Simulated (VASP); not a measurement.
A run of VASP 6.6.1 is set up as follows.

Contents of INCAR:

```
PREC = Accurate ; ENCUT = 520
EDIFF = 1E-6 ; ISMEAR = 0
SIGMA = 0.1 ; LREAL = False
LASPH = True ; NELM = 100
ALGO = Normal ; ISIF = 2
LWAVE = False ; LCHARG = False
GGA = PE ; NBANDS = 24
```

KPOINTS

```
regular mesh
0
Gamma
  6 6 2
```

The input POSCAR:

```
Cs2B4H
1.0
    3.1113265183      0.0000000000      0.0000000000
    0.0000000000      3.1113265183      0.0000000000
    0.0000000000      0.0000000000     12.9531975358
Cs B H
2 4 1
Direct
    0.5000000000      0.5000000000      0.5000000000
    0.0000000000      0.0000000000      0.0000000000
    0.5000000000      0.5000000000      0.7418805335
    0.5000000000      0.5000000000      0.2581194665
    0.0000000000      0.0000000000      0.7346859815
    0.0000000000      0.0000000000      0.2653140185
    0.5000000000      0.5000000000      0.0000000000
```

Potentials or basis: VASP PAW PBE potentials, release 64 (Cs_sv, B, H).

Run with:

```console
$ cat potpaw_PBE.64/Cs_sv/POTCAR potpaw_PBE.64/B/POTCAR potpaw_PBE.64/H/POTCAR > POTCAR
$ mpirun -np 1 vasp_std > vasp.out
```

**Question.** Estimate the largest force.

**Answer.** 0.016 eV/Å.

**Question.** Predict the pressure.

**Answer.** 0.5 GPa.

Forces on the atoms (eV/Å):
```
Cs   0.000  0.000  0.000
Cs   0.000  0.000  0.000
B    0.000  0.000  0.016
B    0.000  0.000 -0.016
B    0.000  0.000  0.012
B    0.000  0.000 -0.012
H    0.000  0.000  0.000
```
